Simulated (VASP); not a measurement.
Crystal: CsBr.

```
Cs Br
1.0
     4.28600    0.00000    0.00000
     0.00000    4.28600    0.00000
     0.00000    0.00000    4.28600
Cs Br
1 1
Cartesian
  0.0000 0.0000 0.0000
  2.1430 2.1430 2.1430
```

Base run:

```yaml
Program: VASP 6.6.1
Functional: r2SCAN
Dispersion: D3(BJ)
Potentials_or_basis: VASP PAW PBE potentials, release 64 (Cs_sv, Br)
Cutoff: 550 eV
k_mesh: 7 × 7 × 7
Occupations: gaussian, width 0.01 eV
Spin: no spin polarisation
```

Its results: band gap on the k mesh 5.29 eV; pressure 0.0 GPa.

Task: The run is repeated on the same cell with these changes: k mesh from 7 × 7 × 7 to 2 × 2 × 2. What comes out?

Result: Band gap on the k mesh 5.23 eV; pressure 0.9 GPa.

Caveats: some runs use coarse meshes; three body term missing; the PAW data sets were made with another functional, which shifts forces and pressure a little; spin-orbit coupling is left out, which moves the levels of the heavy elements; an odd mesh through Γ misses points on the zone boundary, where band edges can lie (at least some runs).
